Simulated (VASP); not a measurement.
Write the native input for VASP 6.6.1 that does the following.

* Task: single point
* Functional: PBE
* Potentials or basis: VASP PAW PBE potentials, release 64 (Ba_sv)
* Cutoff: 520 eV
* k mesh: 12 × 12 × 4
* Occupations: gaussian, width 0.1 eV
* Spin: no spin polarisation
* Dipole correction: no
* Further INCAR settings: ALGO = Fast; EDIFF = 1e-06; NBANDS = 28

The structure of Ba lies in POSCAR:

```
Ba
1.0
    4.6643343110      0.0000000000      0.0000000000
   -2.3321671554      4.0394320050      0.0000000000
    0.0000000000      0.0000000000     15.1677703586
Ba
4
Direct
    0.0000000000      0.0000000000      0.0000000000
    0.3333333300      0.6666666700      0.2500000000
    0.0000000000      0.0000000000      0.5000000000
    0.6666666700      0.3333333300      0.7500000000
```

This isn't the form of Ba at room conditions, which is bcc.

This cell differs from its parent crystal: Ca replaced by Ba, lengths x 1.133, strained.

The input as run:

INCAR

```
SYSTEM = Ba
PREC = Accurate ; ENCUT = 520
EDIFF = 1E-6 ; ISMEAR = 0
SIGMA = 0.1 ; LREAL = .False.
LASPH = .True. ; NELM = 80
ALGO = Fast ; ISIF = 2
LWAVE = .False. ; LCHARG = .True.
GGA = PE ; LELF = .True.
LVHAR = .True. ; NBANDS = 28
```

KPOINTS

```
regular mesh
0
Gamma
  12 12 4
  0 0 0
```

Potentials or basis: VASP PAW PBE potentials, release 64 (Ba_sv).

Run with:

```bash
$ cat potpaw_PBE.64/Ba_sv/POTCAR > POTCAR
$ mpirun -np 1 vasp_std > vasp.out
```

Results of the run:

```
Pressure               : -0.7 GPa
Band gap on the k mesh : zero (bands 20 and 21 overlap by 0.06 eV)
```

Caveat: the cell differs from its parent crystal (Ca replaced by Ba, lengths x 1.133, strained); spin-orbit coupling is left out, which moves the levels of the heavy elements.

Run time: 4.6 min on 1 thread of Intel(R) Xeon(R) 6975P-C (Granite Rapids) (shared host), peak memory 0.6 GiB.
